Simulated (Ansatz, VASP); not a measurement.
# Cu in VASP and in Ansatz

The input INCAR:

```
  PREC = Accurate
  ENCUT = 520
  EDIFF = 1E-6
  ISMEAR = 0
  SIGMA = 0.15
  LREAL = F
  LASPH = T
  NELM = 100
  ALGO = Fast
  ISIF = 2
  LWAVE = F
  LCHARG = F
  GGA = PE
  NBANDS = 12
```

KPOINTS

```
regular mesh
0
Gamma
  22 22 22
```

POSCAR

```
Cu
1.0
    0.0112968750      1.8075000000      1.8075000000
    1.8187968750      0.0000000000      1.8187968750
    1.8075000000      1.8075000000      0.0112968750
Cu
1
Direct
    0.0000000000      0.0000000000      0.0000000000
```

Input for Ansatz:

```yaml
crystal:
  lattice:
    - [0.011296875, 1.8075, 1.8075]
    - [1.818796875, 0.0, 1.818796875]
    - [1.8075, 1.8075, 0.011296875]
  atoms:
    - { symbol: Cu, position: [0.0, 0.0, 0.0] }
basis:
  ecutwfc: 420
kpoints:
  mp_grid: { grid: [22, 22, 22] }
hamiltonian:
  xc: pbe
scf:
  occupations: { method: gaussian, width: 0.15 }
output:
  forces: true
  stress: true
  eigenvalues: true
  write_density: true
  write_potential: true
  elf: true
  volumetric_format: npy
```

Change from the starting cell: strain +0.0125 x Voigt [0, 0, 0, 0, 1, 0], atoms carried along.

Alike in both runs: task single point; functional PBE; k mesh 22 × 22 × 22; occupations gaussian, width 0.15 eV; no spin polarisation.

|  | VASP | Ansatz |
| --- | --- | --- |
| version | VASP 6.6.1 | Ansatz 0.2.0 |
| potentials or method | VASP PAW PBE potentials, release 64 (Cu), cutoff 520 eV | scalar-relativistic, plane waves, PAW |
| valence electrons in the cell | 11 | 19 |

VASP gave:

| Property | Result |
| --- | --- |
| gap on the k mesh at the Fermi level (eV) | none |
| pressure (GPa) | 2.2 |
| traceless stress, the component that is largest in VASP (GPa) | -1.15 |

**Question.** What did Ansatz give for the same quantities?

**Answer.** gap on the k mesh at the Fermi level (eV): none; pressure (GPa): 1.8; traceless stress, the component that is largest in VASP (GPa): -1.14.

A gap of «none» marks a metal or a gap that the smearing closes. VASP's potentials hold 11 valence electrons a cell and Ansatz's 19, so a difference there can come from the potentials and not from the codes.
